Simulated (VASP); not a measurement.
# Sb2Se3 (F-43m) in VASP: relaxation of cell and atoms with PBE

Aim: the relaxation of cell and atoms of Sb2Se3 with PBE.

Program: VASP 6.6.1. These are calculated values, not measurements. Logs are shortened: lines on timing, memory, paths and dates and some standing lists are left out, and cuts for length are marked.

## (1) The cell of the first run

Symmetry: F-43m, No. 216, cubic system. Conventional cell: a = 10.955 Å, b = 10.955 Å, c = 10.955 Å, α = 90.00°, β = 90.00°, γ = 90.00°. Sb (site symmetry 3m) has 3 Se at 2.18 Å within 2.9 Å. Se (site symmetry 2mm) has 2 Sb at 2.18 Å within 2.9 Å.

The cell was built from a structure type or drawn by symmetry, and may not be a known phase.

## (2) Relaxation of cell and atoms, PBE

Contents of INCAR:

```
SYSTEM = Sb2Se3
ALGO     = Normal         ! electronic algorithm
EDIFF    = 1E-7           ! SCF threshold, eV
EDIFFG   = -0.08          ! ionic threshold
ENCUT    = 500            ! plane-wave cutoff, eV
GGA      = PE             ! functional
GGA_COMPAT= .FALSE.      
IBRION   = 2              ! ionic algorithm
ISIF     = 3              ! what is computed and relaxed
ISMEAR   = 0              ! smearing method
LASPH    = .TRUE.         ! aspherical terms in the spheres
LCHARG   = .FALSE.        ! write CHGCAR
LREAL    = .FALSE.        ! projectors in reciprocal space
LWAVE    = .FALSE.        ! write WAVECAR
NELM     = 120            ! most SCF steps
NELMIN   = 4            
NSW      = 36             ! ionic steps
PREC     = Accurate       ! precision mode
SIGMA    = 0.15           ! smearing width, eV
```

Contents of KPOINTS:

```
k-points
0
G
  2 2 2
  0 0 0
```

Contents of POSCAR:

```
Sb2Se3
1.0
    0.0000000000      5.4777166600      5.4777166600
    5.4777166600      0.0000000000      5.4777166600
    5.4777166600      5.4777166600      0.0000000000
Sb Se
4 6
Direct
    0.3718560000      0.3718560000      0.3718560000
    0.3718560000      0.3718560000      0.8844320100
    0.3718560000      0.8844320100      0.3718560000
    0.8844320100      0.3718560000      0.3718560000
    0.7113478300      0.2886521700      0.2886521700
    0.2886521700      0.7113478300      0.7113478300
    0.2886521700      0.7113478300      0.2886521700
    0.7113478300      0.2886521700      0.7113478300
    0.2886521700      0.2886521700      0.7113478300
    0.7113478300      0.7113478300      0.2886521700
```

Potentials or basis: VASP PAW PBE potentials, release 64 (Sb, Se).

On the command line:

```sh
$ cat potpaw_PBE.64/Sb/POTCAR potpaw_PBE.64/Se/POTCAR > POTCAR
$ mpirun -np 1 vasp_std > vasp.out
```

OUTCAR:

```text
SYSTEM = Sb2Se3
   EDIFF = 1E-7
   EDIFFG = -0.08
   ENCUT = 500
   GGA = PE
   IBRION = 2
   ISIF = 3
   ISMEAR = 0
   LASPH = .TRUE.
   LREAL = .FALSE.
   NELM = 120
   NELMIN = 4
   NSW = 36
   PREC = Accurate

 ion  position               nearest neighbor table
   1  0.372  0.372  0.372-   5 2.18   7 2.18   9 2.18   2 3.78   3 3.78   4 3.78
   2  0.372  0.372  0.884-   6 2.18   8 2.18   9 2.18   1 3.78   3 3.78   4 3.78
   3  0.372  0.884  0.372-   6 2.18  10 2.18   7 2.18   1 3.78   2 3.78   4 3.78
   4  0.884  0.372  0.372-   8 2.18  10 2.18   5 2.18   1 3.78   2 3.78   3 3.78
   5  0.711  0.289  0.289-   1 2.18   4 2.18
   6  0.289  0.711  0.711-   2 2.18   3 2.18
   7  0.289  0.711  0.289-   1 2.18   3 2.18
   8  0.711  0.289  0.711-   2 2.18   4 2.18
   9  0.289  0.289  0.711-   1 2.18   2 2.18
  10  0.711  0.711  0.289-   3 2.18   4 2.18

  LATTYP: Found a face centered cubic cell.
 ALAT       =    10.9554333200

  Lattice vectors:

 A1 = (   0.0000000000,   5.4777166600,   5.4777166600)
 A2 = (   5.4777166600,   0.0000000000,   5.4777166600)
 A3 = (   5.4777166600,   5.4777166600,   0.0000000000)

Analysis of symmetry for initial positions (statically):
=====================================================================
 Subroutine PRICEL returns:
 Original cell was already a primitive cell.

 Routine SETGRP: Setting up the symmetry group for a
 face centered cubic supercell.

 Subroutine GETGRP returns: Found 24 space group operations
 (whereof 24 operations were pure point group operations)
 out of a pool of 48 trial point group operations.

The static configuration has the point symmetry T_d .

Analysis of symmetry for dynamics (positions and initial velocities):
=====================================================================
 Subroutine PRICEL returns:
 Original cell was already a primitive cell.

 Routine SETGRP: Setting up the symmetry group for a
 face centered cubic supercell.

 Subroutine GETGRP returns: Found 24 space group operations
 (whereof 24 operations were pure point group operations)
 out of a pool of 48 trial point group operations.

The dynamic configuration has the point symmetry T_d .

 Subroutine INISYM returns: Found 24 space group operations
 (whereof 24 operations are pure point group operations),
 and found     1 'primitive' translations

----------------------------------------------------------------------------------------

                                     Primitive cell

  volume of cell :     328.7219

  direct lattice vectors                    reciprocal lattice vectors
     0.000000000  5.477716660  5.477716660    -0.091278909  0.091278909  0.091278909
     5.477716660  0.000000000  5.477716660     0.091278909 -0.091278909  0.091278909
     5.477716660  5.477716660  0.000000000     0.091278909  0.091278909 -0.091278909

  length of vectors
     7.746661191  7.746661191  7.746661191     0.158099708  0.158099708  0.158099708

  position of ions in fractional coordinates (direct lattice)
     0.371856000  0.371856000  0.371856000
     0.371856000  0.371856000  0.884432010
     0.371856000  0.884432010  0.371856000
     0.884432010  0.371856000  0.371856000
     0.711347830  0.288652170  0.288652170
     0.288652170  0.711347830  0.711347830
     0.288652170  0.711347830  0.288652170
     0.711347830  0.288652170  0.711347830
     0.288652170  0.288652170  0.711347830
     0.711347830  0.711347830  0.288652170

  ion indices of the primitive-cell ions
   primitive index   ion index
                 1           1
                 2           2
                 3           3
                 4           4
                 5           5
                 6           6
                 7           7
                 8           8
                 9           9
                10          10

----------------------------------------------------------------------------------------

 KPOINTS: k-points

Automatic generation of k-mesh.
 Grid dimensions read from file:
 generate k-points for:    2    2    2

 Generating k-lattice:

  Cartesian coordinates                     Fractional coordinates (reciprocal lattice)
    -0.045639454  0.045639454  0.045639454     0.500000000  0.000000000  0.000000000
     0.045639454 -0.045639454  0.045639454     0.000000000  0.500000000  0.000000000
     0.045639454  0.045639454 -0.045639454     0.000000000  0.000000000  0.500000000

  Length of vectors
     0.079049854  0.079049854  0.079049854

  Shift w.r.t. Gamma in fractional coordinates (k-lattice)
     0.000000000  0.000000000  0.000000000

 Subroutine IBZKPT returns following result:
 ===========================================

 Found      3 irreducible k-points:

 Following reciprocal coordinates:
            Coordinates               Weight
  0.000000  0.000000  0.000000      1.000000
  0.500000  0.000000  0.000000      4.000000
  0.500000  0.500000  0.000000      3.000000
   k-points           NKPTS =      3   k-points in BZ     NKDIM =      3   number of bands    NBANDS=     34
   number of dos      NEDOS =    301   number of ions     NIONS =     10
   total plane-waves  NPLWV = 175616
   dimension x,y,z NGX =    56 NGY =   56 NGZ =   56
   dimension x,y,z NGXF=   112 NGYF=  112 NGZF=  112
   ions per type =               4   6
   NGX,Y,Z   is equivalent  to a cutoff of  12.02, 12.02, 12.02 a.u.
   NGXF,Y,Z  is equivalent  to a cutoff of  24.04, 24.04, 24.04 a.u.
 SYSTEM =  Sb2Se3
   PREC   = accura    normal or accurate (medium, high low for compatibility)
   ISTART =      0    job   : 0-new  1-cont  2-samecut
   ICHARG =      2    charge: 1-file 2-atom 10-const
   ISPIN  =      1    spin polarized calculation?
   LNONCOLLINEAR =      F non collinear calculations
   LSORBIT =      F    spin-orbit coupling
   LASPH  =      T    aspherical Exc in radial PAW
   ENCUT  =  500.0 eV  36.75 Ry    6.06 a.u.  14.12 14.12 14.12*2*pi/ulx,y,z
   NELM   =    120;   NELMIN=  4; NELMDL= -5     # of ELM steps
   EDIFF  = 0.1E-06   stopping-criterion for ELM
   LREAL  =      F    real-space projection
   EDIFFG = -.8E-01   stopping-criterion for IOM
   NSW    =     36    number of steps for IOM
   IBRION =      2    ionic relax: 0-MD 1-quasi-New 2-CG
   NFREE  =      1    steps in history (QN), initial steepest desc. (CG)
   ISIF   =      3    stress and relaxation
   ISYM   =      2    0-nonsym 1-usesym 2-fastsym
   POTIM  = 0.5000    time-step for ionic-motion
   TEBEG  =    0.0;   TEEND  =   0.0 temperature during run
   PSTRESS=    0.0 pullay stress
   NELECT =      56.0000    total number of electrons
   NUPDOWN=      -1.0000    fix difference up-down
   EMIN   =  10.00;   EMAX   =-10.00  energy-range for DOS
   EFERMI =   0.00;   METHOD = LEGACY
   ISMEAR =     0;   SIGMA  =   0.15  broadening in eV -4-tet -1-fermi 0-gaus
   EFERMI_NEDOS =   21; number of points for ismear=-14 and -15
   IALGO  =     38    algorithm
   IMIX   =      4    mixing-type and parameters
     AMIX     =   0.40;   BMIX     =  1.00
     AMIX_MAG =   1.60;   BMIX_MAG =  1.00
  volume/ion in A,a.u.               =      32.87       221.83
  Fermi-wavevector in a.u.,A,eV,Ry     =   0.907531  1.714984 11.205919  0.823612
  Thomas-Fermi vector in A             =   2.031349
   LORBIT       =      0    0 simple, 1 ext, 2 COOP (PROOUT), +10 PAW based schemes
   GGA     = PE    functional components
   LHFCALC =     F    Hartree Fock is set to
   AEXX    =    0.0000 exact exchange contribution
   IVDW    =     0    specifies the selected vdW correction
   LEPSILON=     F    determine dielectric tensor
   LRPA    =     F    only Hartree local field effects (RPA)
 conjugate gradient relaxation of ions
 non-spin polarized calculation
 Gauss-broadening in eV      SIGMA  =   0.15
  energy-cutoff  :      500.00
  volume of cell :      328.72
 maximum number of plane-waves:      8388
   NGX = 29   NGY = 29   NGZ = 29

--------------------------------------- Ionic step        1  -------------------------------------------

 number of electron      56.0000001 magnetization

 Free energy of the ion-electron system (eV)
  ---------------------------------------------------
  ext. energy  EPLUGINS =         0.00000000
  ---------------------------------------------------
  free energy    TOTEN  =       -19.06436029 eV

  energy without entropy =      -19.06435827  energy(sigma->0) =      -19.06435928

------------------------ aborting loop because EDIFF is reached ----------------------------------------

  FORCE on cell =-STRESS in cart. coord.  units (eV):
  Direction    XX          YY          ZZ          XY          YZ          ZX
  --------------------------------------------------------------------------------------
  -------------------------------------------------------------------------------------
  Total       81.3919002     81.3919002     81.3919002      0.0000000     -0.0000000     -0.0000000
  in kB      396.7008052    396.7008052    396.7008052      0.0000000     -0.0000000     -0.0000000
  external PRESSURE =     396.7008052 kB  Pullay stress =       0.0000000 kB
[... 113 lines left out ...]
  FREE ENERGIE OF THE ION-ELECTRON SYSTEM (eV)
  ---------------------------------------------------
  free  energy   TOTEN  =       -24.0694692594 eV

  energy  without entropy=      -23.7771915348  energy(sigma->0) =      -23.92333040

 E-fermi :  -1.6486     XC(G=0):  -5.6846

 val. band max:       -1.6906965825   @ k =   0.5000   0.5000   0.0000
 cond. band min:      -1.5206916284   @ k =   0.5000   0.0000   0.0000
 fundamental gap:      0.1700049541
 Fermi energy:        -1.6486455234

 k-point     1 :       0.0000    0.0000    0.0000
  band No.  band energies     occupation
      1     -13.1673      2.00000
      2     -12.9537      2.00000
      3     -12.9537      2.00000
      4     -12.9537      2.00000
      5     -12.8538      2.00000
      6     -12.8538      2.00000
[... 100 lines left out ...]
     33      -0.4020      0.00000
     34      -0.4020      0.00000

[... ionic steps 4 to 10 ...]

--------------------------------------- Ionic step       11  -------------------------------------------

 number of electron      56.0000003 magnetization

------------------------ aborting loop because EDIFF is reached ----------------------------------------

  FORCE on cell =-STRESS in cart. coord.  units (eV):
  Direction    XX          YY          ZZ          XY          YZ          ZX
  --------------------------------------------------------------------------------------
  -------------------------------------------------------------------------------------
  Total       -2.1741546     -2.1741546     -2.1741546      0.0000000      0.0000000      0.0000000
  in kB       -7.6159275     -7.6159275     -7.6159275      0.0000000      0.0000000      0.0000000
  external PRESSURE =      -7.6159275 kB  Pullay stress =       0.0000000 kB
[... 73 lines left out ...]
  energy  without entropy=      -38.5244934579  energy(sigma->0) =      -38.52449346

--------------------------------------- Ionic step       13  -------------------------------------------

 number of electron      55.9999998 magnetization

 Free energy of the ion-electron system (eV)
  ---------------------------------------------------
  ext. energy  EPLUGINS =         0.00000000
  ---------------------------------------------------
  free energy    TOTEN  =       -38.54545891 eV

  energy without entropy =      -38.54545891  energy(sigma->0) =      -38.54545891

 E-fermi :   0.7292     XC(G=0):  -6.8404

 val. band max:        0.0553264329   @ k =   0.0000   0.0000   0.0000
 cond. band min:       1.7048375724   @ k =   0.5000   0.5000   0.0000
 fundamental gap:      1.6495111395
 Fermi energy:         0.7292193416

 k-point     1 :       0.0000    0.0000    0.0000
  band No.  band energies     occupation
      1     -12.8399      2.00000
      2     -12.0729      2.00000
      3     -12.0729      2.00000
      4     -12.0729      2.00000
      5     -11.5696      2.00000
      6     -11.5696      2.00000
[... 137 lines left out ...]
  FREE ENERGIE OF THE ION-ELECTRON SYSTEM (eV)
  ---------------------------------------------------
  free  energy   TOTEN  =       -38.5454589071 eV

  energy  without entropy=      -38.5454589070  energy(sigma->0) =      -38.54545891

 reached required accuracy - stopping structural energy minimisation
```

Wall time 7.5 min (1 thread of Intel Xeon 6975P-C (Granite Rapids), shared host); peak memory 0.45 GiB.

Results:

- Free energy: -38.5455 eV
- Relaxed volume: 44.86 Å³/atom
- Relaxed cell: a = 8.592 Å, b = 8.592 Å, c = 8.592 Å, α = 60.00°, β = 60.00°, γ = 60.00°
- Space group after relaxing (to 0.1 Å): F-43m (No. 216)
- Energy gained by relaxing: 1948.1 meV/atom
- Ionic steps: 13
- Pressure after relaxing: 0.1 GPa
- Largest force after relaxing: 0.063 eV/Å
- Band gap on the k mesh: 1.65 eV (least direct gap 1.71 eV)

Forces in eV/Å, atoms in the order of the input:
```
Sb   0.025  0.025  0.025
Sb  -0.025 -0.025  0.025
Sb  -0.025  0.025 -0.025
Sb   0.025 -0.025 -0.025
Se   0.063  0.000  0.000
Se  -0.063  0.000  0.000
Se   0.000  0.063  0.000
Se   0.000 -0.063  0.000
Se   0.000  0.000  0.063
Se   0.000  0.000 -0.063
```

The path:
| step | energy change (eV) | largest force (eV/Å) | pressure (GPa) | volume (Å³) |
| --- | --- | --- | --- | --- |
| 1 | 0.0000 | 10.0406 | 39.67 | 328.72 |
| 2 | -0.5377 | 1.3709 | -3.94 | 887.89 |
| 3 | -5.0051 | 2.1527 | -4.87 | 761.55 |
| 4 | -9.4327 | 2.8499 | -5.46 | 659.42 |
| 5 | -17.0952 | 2.9980 | -2.48 | 475.06 |
| 6 | -16.7520 | 2.7091 | 5.06 | 402.95 |
| 7 | -17.4887 | 2.6001 | -0.54 | 447.35 |
| 8 | -17.5081 | 2.4493 | 0.13 | 440.17 |
| 9 | -18.7576 | 1.7046 | -0.26 | 447.14 |
| 10 | -19.4190 | 0.6237 | -0.67 | 455.38 |
| 11 | -19.4451 | 0.3558 | -0.76 | 457.38 |
| 12 | -19.4601 | 0.2106 | 0.78 | 442.08 |
| 13 | -19.4811 | 0.0626 | 0.08 | 448.57 |

Final structure:
```
Sb Se
1.0
     0.00000    6.07574    6.07574
     6.07574    0.00000    6.07574
     6.07574    6.07574    0.00000
Sb Se
4 6
Direct
  0.37328 0.37328 0.37328
  0.37328 0.37328 0.88016
  0.37328 0.88016 0.37328
  0.88016 0.37328 0.37328
  0.74302 0.25698 0.25698
  0.25698 0.74302 0.74302
  0.25698 0.74302 0.25698
  0.74302 0.25698 0.74302
  0.25698 0.25698 0.74302
  0.74302 0.74302 0.25698
```

Caveat: the k points lie up to 0.45 Å⁻¹ apart in the final cell; the volume moved by over 15 % at a fixed basis, so the end points are rough; spin-orbit coupling is left out, which moves the levels of the heavy elements; the relaxation stopped at a loose force limit of 0.08 eV/Å, so its end isn't a converged minimum. A k mesh can miss the band edges.
